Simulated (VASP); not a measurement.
# C (I4/mmm) in VASP: further runs

The runs below take C through single point, relaxation of cell and atoms, with PBE.

All numbers are computed with VASP 6.6.1; they aren't measurements. Logs are shortened: lines on timing, memory, paths and dates and some standing lists are left out, and cuts for length are marked.

## Step 1: The cell of the first run

It takes space group I4/mmm (No. 139, tetragonal). Conventional cell: a = 3.649 Å, b = 3.649 Å, c = 6.969 Å, α = 90.00°, β = 90.00°, γ = 90.00°. C (site symmetry m2m) has 3 C at 1.44 to 1.56 Å within 1.9 Å. Within 2.1 Å of C (site symmetry 4/mmm) lie 4 C at 1.56 Å.

## Step 2: Single point, PBE

The input, INCAR:

```
PREC = Accurate
ENCUT = 520
EDIFF = 1E-7
ISMEAR = 0
SIGMA = 0.1
LREAL = False
LASPH = True
NELM = 100
ALGO = Normal
ISIF = 2
LWAVE = False
LCHARG = False
GGA = PE
NBANDS = 18
```

The input, KPOINTS:

```
regular mesh
0
Gamma
  14 14 14
```

The input, POSCAR:

```
C
1.0
   -1.8243422742      1.8243422742      3.4843163444
    1.8243422742     -1.8243422742      3.4843163444
    1.8243422742      1.8243422742     -3.4843163444
C
5
Direct
    0.6976099493      0.6976099493      0.3952198986
    0.3023900507      0.6976099493      0.0000000000
    0.3023900507      0.3023900507      0.6047801014
    0.6976099493      0.3023900507      0.0000000000
    0.0000000000      0.0000000000      0.0000000000
```

Potentials or basis: VASP PAW PBE potentials, release 64 (C).

Started as:

```bash
cat potpaw_PBE.64/C/POTCAR > POTCAR
mpirun -np 1 vasp_std > vasp.out
```

OUTCAR:

```text
PREC = Accurate
   ENCUT = 520
   EDIFF = 1E-7
   ISMEAR = 0
   LREAL = False
   LASPH = True
   NELM = 100
   ISIF = 2
   GGA = PE

 ion  position               nearest neighbor table
   1  0.698  0.698  0.395-   2 1.44   4 1.44   5 1.56   3 2.04
   2  0.302  0.698  0.000-   1 1.44   3 1.44   5 1.56   4 2.04
   3  0.302  0.302  0.605-   2 1.44   4 1.44   5 1.56   1 2.04
   4  0.698  0.302  0.000-   1 1.44   3 1.44   5 1.56   2 2.04
   5  0.000  0.000  0.000-   2 1.56   4 1.56   3 1.56   1 1.56

  LATTYP: Found a body centered tetragonal cell.
 ALAT       =     3.6486845484
 C/A-ratio  =     1.9099027598

  Lattice vectors:

 A1 = (  -1.8243422742,   1.8243422742,   3.4843163444)
 A2 = (   1.8243422742,  -1.8243422742,   3.4843163444)
 A3 = (   1.8243422742,   1.8243422742,  -3.4843163444)

Analysis of symmetry for initial positions (statically):
=====================================================================
 Subroutine PRICEL returns:
 Original cell was already a primitive cell.

 Routine SETGRP: Setting up the symmetry group for a
 body centered tetragonal supercell.

 Subroutine GETGRP returns: Found 16 space group operations
 (whereof 16 operations were pure point group operations)
 out of a pool of 16 trial point group operations.

The static configuration has the point symmetry D_4h.

Analysis of symmetry for dynamics (positions and initial velocities):
=====================================================================
 Subroutine PRICEL returns:
 Original cell was already a primitive cell.

 Routine SETGRP: Setting up the symmetry group for a
 body centered tetragonal supercell.

 Subroutine GETGRP returns: Found 16 space group operations
 (whereof 16 operations were pure point group operations)
 out of a pool of 16 trial point group operations.

The dynamic configuration has the point symmetry D_4h.

 Subroutine INISYM returns: Found 16 space group operations
 (whereof 16 operations are pure point group operations),
 and found     1 'primitive' translations

----------------------------------------------------------------------------------------

                                     Primitive cell

  volume of cell :      46.3864

  direct lattice vectors                    reciprocal lattice vectors
    -1.824342274  1.824342274  3.484316344     0.000000000  0.274071377  0.143500174
     1.824342274 -1.824342274  3.484316344     0.274071377  0.000000000  0.143500174
[... 89 lines left out ...]
   ENCUT  =  520.0 eV  38.22 Ry    6.18 a.u.   8.06  8.06  8.06*2*pi/ulx,y,z
   NELM   =    100;   NELMIN=  2; NELMDL= -5     # of ELM steps
   EDIFF  = 0.1E-06   stopping-criterion for ELM
   LREAL  =      F    real-space projection
   EDIFFG = 0.1E-05   stopping-criterion for IOM
   NSW    =      0    number of steps for IOM
   IBRION =     -1    ionic relax: 0-MD 1-quasi-New 2-CG
   NFREE  =      0    steps in history (QN), initial steepest desc. (CG)
   ISIF   =      2    stress and relaxation
   ISYM   =      2    0-nonsym 1-usesym 2-fastsym
   POTIM  = 0.5000    time-step for ionic-motion
   TEBEG  =    0.0;   TEEND  =   0.0 temperature during run
   PSTRESS=    0.0 pullay stress
   NELECT =      20.0000    total number of electrons
   NUPDOWN=      -1.0000    fix difference up-down
   EMIN   =  10.00;   EMAX   =-10.00  energy-range for DOS
   EFERMI =   0.00;   METHOD = LEGACY
   ISMEAR =     0;   SIGMA  =   0.10  broadening in eV -4-tet -1-fermi 0-gaus
   EFERMI_NEDOS =   21; number of points for ismear=-14 and -15
   IALGO  =     38    algorithm
   IMIX   =      4    mixing-type and parameters
     AMIX     =   0.40;   BMIX     =  1.00
     AMIX_MAG =   1.60;   BMIX_MAG =  1.00
  volume/ion in A,a.u.               =       9.28        62.61
  Fermi-wavevector in a.u.,A,eV,Ry     =   1.236768  2.337152 20.811390  1.529594
  Thomas-Fermi vector in A             =   2.371362
   LORBIT       =      0    0 simple, 1 ext, 2 COOP (PROOUT), +10 PAW based schemes
   GGA     = PE    functional components
   LHFCALC =     F    Hartree Fock is set to
   AEXX    =    0.0000 exact exchange contribution
   IVDW    =     0    specifies the selected vdW correction
   LEPSILON=     F    determine dielectric tensor
   LRPA    =     F    only Hartree local field effects (RPA)
 non-spin polarized calculation
 Gauss-broadening in eV      SIGMA  =   0.10
  energy-cutoff  :      520.00
  volume of cell :       46.39
 maximum number of plane-waves:      1270
   NGX = 17   NGY = 17   NGZ = 17

 number of electron      20.0000000 magnetization

 Free energy of the ion-electron system (eV)
  ---------------------------------------------------
  ext. energy  EPLUGINS =         0.00000000
  ---------------------------------------------------
  free energy    TOTEN  =       -37.51263488 eV

  energy without entropy =      -37.50123111  energy(sigma->0) =      -37.50693300

 E-fermi :   4.5924     XC(G=0): -10.1928

 val. band max:        4.5893673000   @ k =  -0.2857   0.2143  -0.0000
 cond. band min:       4.6015383611   @ k =  -0.3571   0.1429   0.0714
 fundamental gap:      0.0121710611
 Fermi energy:         4.5923885511

 k-point     1 :       0.0000    0.0000    0.0000
  band No.  band energies     occupation
      1     -15.8047      2.00000
      2     -10.1229      2.00000
      3      -6.7403      2.00000
      4      -6.7403      2.00000
      5      -4.4973      2.00000
      6      -2.4491      2.00000
[... 481 lines left out ...]
      5      -4.3538      2.00000
      6      -2.2050      2.00000
[... 10 lines left out ...]
     17      15.3346      0.00000
     18      16.0683      0.00000

 [... further k-points ...]
[... 5 lines left out ...]
  --------------------------------------------------------------------------------------
  -------------------------------------------------------------------------------------
  Total        0.1518075      0.1518075     -0.0086429      0.0000000     -0.0000000      0.0000000
  in kB        5.2434062      5.2434062     -0.2985257      0.0000000     -0.0000000      0.0000000
  external PRESSURE =       3.3960956 kB  Pullay stress =       0.0000000 kB

 VOLUME and BASIS-vectors are now :
 -----------------------------------------------------------------------------
  energy-cutoff  :      520.00
  volume of cell :       46.39
      direct lattice vectors                 reciprocal lattice vectors
    -1.824342274  1.824342274  3.484316344     0.000000000  0.274071377  0.143500174
     1.824342274 -1.824342274  3.484316344     0.274071377  0.000000000  0.143500174
     1.824342274  1.824342274 -3.484316344     0.274071377  0.274071377  0.000000000

 POSITION                                       TOTAL-FORCE (eV/Angst)
 -----------------------------------------------------------------------------------
      0.72102      0.72102      3.48432         0.053984      0.053984     -0.000000
      0.72102     -0.72102      3.48432         0.053984     -0.053984      0.000000
      1.10333      1.10333     -0.00000        -0.053984     -0.053984     -0.000000
     -0.72102      0.72102      3.48432        -0.053984      0.053984      0.000000
      0.00000      0.00000      0.00000         0.000000     -0.000000      0.000000
 -----------------------------------------------------------------------------------
    total drift:                               -0.000000     -0.000000      0.000000

  FREE ENERGIE OF THE ION-ELECTRON SYSTEM (eV)
  ---------------------------------------------------
  free  energy   TOTEN  =       -37.5126348786 eV

  energy  without entropy=      -37.5012311146  energy(sigma->0) =      -37.50693300
```

Run time: 3.9 min. Hardware: 1 thread of Intel Xeon Platinum 8259CL at 2.50GHz (Skylake/Cascade Lake), shared host; peak memory 0.26 GiB.

Results:

* Free energy: -37.5126 eV
* Pressure: 0.3 GPa
* Largest force: 0.076 eV/Å
* Band gap on the k mesh: zero (band 10 reaches 5.83 eV, above the bottom of band 11 at 2.97 eV)

Forces on the atoms (eV/Å):
```
C    0.054  0.054  0.000
C    0.054 -0.054  0.000
C   -0.054 -0.054  0.000
C   -0.054  0.054  0.000
C    0.000  0.000  0.000
```

Stress tensor (GPa, compression positive):
```
 0.52  0.00  0.00
 0.00  0.52  0.00
 0.00  0.00 -0.03
```

Levels at points of the mesh, in eV from the Fermi level:
```csv
k point,band 8,band 9,band 10,band 11,band 12,band 13
"(0.00, 0.00, 0.00)",-6.82,-0.99,-0.28,-0.28,0.08,2.85
"(0.50, 0.00, 0.00)",-5.07,-4.72,1.16,1.90,3.76,4.40
"(0.50, 0.50, 0.00)",-3.87,-3.24,-2.12,-1.62,-0.57,7.29
"(0.50, 0.50, 0.50)",-6.77,-0.83,0.71,0.71,1.10,3.43
```

## Step 3: Relaxation of cell and atoms, PBE

This run uses another cell than the first one, of 9.01 Å³/atom, 0.972 times its volume.

The input, INCAR:

```
SYSTEM = C
  ALGO = Normal
  EDIFF = 1E-6
  EDIFFG = -0.01
  ENCUT = 600
  GGA = PE
  IBRION = 2
  ISIF = 3
  ISMEAR = 0
  LASPH = .TRUE.
  LCHARG = .FALSE.
  LREAL = .FALSE.
  LWAVE = .FALSE.
  NELM = 60
  NSW = 100
  PREC = Accurate
  SIGMA = 0.1
```

The input, KPOINTS:

```
k-points
0
G
  14 14 14
  0 0 0
```

The input, POSCAR:

```
C
1.0
   -1.8316464552      1.8316464552      3.3585556574
    1.8316464552     -1.8316464552      3.3585556574
    1.8316464552      1.8316464552     -3.3585556574
C
5
Direct
    0.6973551942      0.6973551942      0.3947103884
    0.3026448058      0.6973551942      0.0000000000
    0.3026448058      0.3026448058      0.6052896116
    0.6973551942      0.3026448058      0.0000000000
    0.0000000000      0.0000000000      0.0000000000
```

Potentials or basis: VASP PAW PBE potentials, release 64 (C).

Started as:

```bash
cat potpaw_PBE.64/C/POTCAR > POTCAR
mpirun -np 1 vasp_std > vasp.out
```

OUTCAR:

```text
SYSTEM = C
   EDIFF = 1E-6
   EDIFFG = -0.01
   ENCUT = 600
   GGA = PE
   IBRION = 2
   ISIF = 3
   ISMEAR = 0
   LASPH = .TRUE.
   LREAL = .FALSE.
   NELM = 60
   NSW = 100
   PREC = Accurate

 ion  position               nearest neighbor table
   1  0.697  0.697  0.395-   2 1.45   4 1.45   5 1.57   3 2.04
   2  0.303  0.697  0.000-   1 1.45   3 1.45   5 1.57   4 2.04
   3  0.303  0.303  0.605-   2 1.45   4 1.45   5 1.57   1 2.04
   4  0.697  0.303  0.000-   1 1.45   3 1.45   5 1.57   2 2.04
   5  0.000  0.000  0.000-   3 1.57   2 1.57   4 1.57   1 1.57

  LATTYP: Found a body centered tetragonal cell.
 ALAT       =     3.6632929104
 C/A-ratio  =     1.8336265975

  Lattice vectors:

 A1 = (  -1.8316464552,   1.8316464552,   3.3585556574)
 A2 = (   1.8316464552,  -1.8316464552,   3.3585556574)
 A3 = (   1.8316464552,   1.8316464552,  -3.3585556574)

Analysis of symmetry for initial positions (statically):
=====================================================================
 Subroutine PRICEL returns:
 Original cell was already a primitive cell.

 Routine SETGRP: Setting up the symmetry group for a
 body centered tetragonal supercell.

 Subroutine GETGRP returns: Found 16 space group operations
 (whereof 16 operations were pure point group operations)
 out of a pool of 16 trial point group operations.

The static configuration has the point symmetry D_4h.

Analysis of symmetry for dynamics (positions and initial velocities):
=====================================================================
 Subroutine PRICEL returns:
 Original cell was already a primitive cell.

 Routine SETGRP: Setting up the symmetry group for a
 body centered tetragonal supercell.

 Subroutine GETGRP returns: Found 16 space group operations
 (whereof 16 operations were pure point group operations)
[... 140 lines left out ...]
 non-spin polarized calculation
 Gauss-broadening in eV      SIGMA  =   0.10
  energy-cutoff  :      600.00
  volume of cell :       45.07
 maximum number of plane-waves:      1557
 NGX is ok and might be reduce to    36
   NGX = 17   NGY = 17   NGZ = 17

--------------------------------------- Ionic step        1  -------------------------------------------

 number of electron      20.0000000 magnetization

 Free energy of the ion-electron system (eV)
  ---------------------------------------------------
  ext. energy  EPLUGINS =         0.00000000
  ---------------------------------------------------
  free energy    TOTEN  =       -37.51719342 eV

  energy without entropy =      -37.50628889  energy(sigma->0) =      -37.51174116

------------------------ aborting loop because EDIFF is reached ----------------------------------------

  FORCE on cell =-STRESS in cart. coord.  units (eV):
  Direction    XX          YY          ZZ          XY          YZ          ZX
  --------------------------------------------------------------------------------------
  -------------------------------------------------------------------------------------
  Total       -0.7968599     -0.7968599     -0.0003667      0.0000000      0.0000000      0.0000000
  in kB      -28.3267481    -28.3267481     -0.0130363      0.0000000      0.0000000      0.0000000
  external PRESSURE =     -18.8888442 kB  Pullay stress =       0.0000000 kB
[... 143 lines left out ...]
--------------------------------------- Ionic step        5  -------------------------------------------

 number of electron      20.0000000 magnetization

 Free energy of the ion-electron system (eV)
  ---------------------------------------------------
  ext. energy  EPLUGINS =         0.00000000
  ---------------------------------------------------
  free energy    TOTEN  =       -37.52054665 eV

  energy without entropy =      -37.50965118  energy(sigma->0) =      -37.51509892

 E-fermi :   4.9194     XC(G=0): -10.4494

 val. band max:        4.9170319434   @ k =  -0.3571   0.1429   0.0714
 cond. band min:       4.9260597100   @ k =  -0.4286  -0.4286   0.2143
 fundamental gap:      0.0090277666
 Fermi energy:         4.9193858334

 k-point     1 :       0.0000    0.0000    0.0000
  band No.  band energies     occupation
      1     -15.5023      2.00000
      2      -9.7761      2.00000
      3      -6.3883      2.00000
      4      -6.3883      2.00000
      5      -4.1472      2.00000
      6      -1.9266      2.00000
      7      -1.9121      2.00000
      8      -1.9121      2.00000
      9       3.8997      2.00000
     10       4.5223      2.00000
     11       4.5223      2.00000
     12       4.8866      1.35696
     13       7.8314      0.00000
     14       9.5231      0.00000
[... 377 lines left out ...]
      1     -14.7161      2.00000
      2     -11.2593      2.00000
      3      -7.8593      2.00000
      4      -5.3087      2.00000
      5      -4.0204      2.00000
      6      -1.8430      2.00000
      7      -1.7333      2.00000
      8      -1.1765      2.00000
      9       1.6261      2.00000
     10       4.7313      1.99217
     11       5.2698      0.00000
     12       7.7175      0.00000
     13      10.6773      0.00000
     14      11.0698      0.00000

 [... further k-points ...]
[... 5 lines left out ...]
  --------------------------------------------------------------------------------------
  -------------------------------------------------------------------------------------
  Total       -0.0012061     -0.0012061     -0.0006975      0.0000000     -0.0000000      0.0000000
  in kB       -0.0432107     -0.0432107     -0.0249875      0.0000000     -0.0000000      0.0000000
  external PRESSURE =      -0.0371363 kB  Pullay stress =       0.0000000 kB
[... 20 lines left out ...]
  FREE ENERGIE OF THE ION-ELECTRON SYSTEM (eV)
  ---------------------------------------------------
  free  energy   TOTEN  =       -37.5205466545 eV

  energy  without entropy=      -37.5096511810  energy(sigma->0) =      -37.51509892

 reached required accuracy - stopping structural energy minimisation
```

OSZICAR:

```text
N       E                     dE             d eps       ncg     rms          rms(c)
DAV:   1     0.730073771146E+02    0.73007E+02   -0.11423E+04  6832   0.149E+03
DAV:   2    -0.342856823730E+02   -0.10729E+03   -0.10399E+03  9148   0.250E+02
DAV:   3    -0.392460766287E+02   -0.49604E+01   -0.48921E+01  9054   0.573E+01
[... 35 lines left out ...]
DAV:   1    -0.375205513909E+02   -0.10163E-02   -0.65352E-02  6868   0.225E+00    0.755E-02
DAV:   2    -0.375205655741E+02   -0.14183E-04   -0.15298E-03  8992   0.355E-01    0.378E-02
DAV:   3    -0.375205477408E+02    0.17833E-04   -0.13417E-04  8434   0.949E-02    0.154E-02
DAV:   4    -0.375205473938E+02    0.34694E-06   -0.30181E-05  8776   0.384E-02    0.893E-03
DAV:   5    -0.375205466545E+02    0.73934E-06   -0.40860E-06  8206   0.172E-02
   5 F= -.37520547E+02 E0= -.37515099E+02  d E =-.991237E-04
```

CONTCAR:

```text
C
   1.00000000000000
    -1.8245380032974545    1.8245380032974545    3.3585051955514738
     1.8245380032974545   -1.8245380032974545    3.3585051955514738
     1.8245380032974545    1.8245380032974545   -3.3585051955514738
  C
     5
Direct
     0.6977612276418348    0.6977612276418348    0.3955224552836697
     0.3022387723581652    0.6977612276418348    0.0000000000000000
     0.3022387723581652    0.3022387723581652    0.6044775447163303
     0.6977612276418348    0.3022387723581652    0.0000000000000000
     0.0000000000000000    0.0000000000000000    0.0000000000000000

  0.00000000E+00  0.00000000E+00  0.00000000E+00
  0.00000000E+00  0.00000000E+00  0.00000000E+00
  0.00000000E+00  0.00000000E+00  0.00000000E+00
  0.00000000E+00  0.00000000E+00  0.00000000E+00
  0.00000000E+00  0.00000000E+00  0.00000000E+00
```

It took 13 min on 1 thread of Intel Xeon Platinum 8259CL at 2.50GHz (Skylake/Cascade Lake), shared host; peak memory 0.29 GiB.

What came out:

| Item | Value |
| --- | --- |
| Free energy | -37.5205 eV |
| Relaxed volume | 8.94 Å³/atom |
| Relaxed cell | a = 4.235 Å, b = 4.235 Å, c = 4.235 Å, α = 128.96°, β = 128.96°, γ = 75.07° |
| Space group after relaxing (to 0.05 Å) | I4/mmm (No. 139) |
| Energy gained by relaxing | 0.7 meV/atom |
| Ionic steps | 5 |
| Pressure after relaxing | 0.0 GPa |
| Band gap on the k mesh | zero (band 10 reaches 6.18 eV, above the bottom of band 11 at 3.31 eV) |

The path:
| step | energy change (eV) | largest force (eV/Å) | pressure (GPa) | volume (Å³) |
| --- | --- | --- | --- | --- |
| 1 | 0.0000 | 0.0565 | -1.89 | 45.07 |
| 2 | 0.0000 | 0.0777 | 2.18 | 44.38 |
| 3 | -0.0033 | 0.0678 | 0.10 | 44.72 |
| 4 | -0.0023 | 0.2144 | -0.35 | 44.71 |
| 5 | -0.0034 | 0.0004 | 0.00 | 44.72 |

Final structure:
```xyz
5
Lattice="-1.8245 1.8245 3.3585 1.8245 -1.8245 3.3585 1.8245 1.8245 -3.3585" Properties=species:S:1:pos:R:3 pbc="T T T"
C     0.7216    0.7216    3.3585
C     0.7216   -0.7216    3.3585
C     1.1029    1.1029    0.0000
C    -0.7216    0.7216    3.3585
C     0.0000    0.0000    0.0000
```
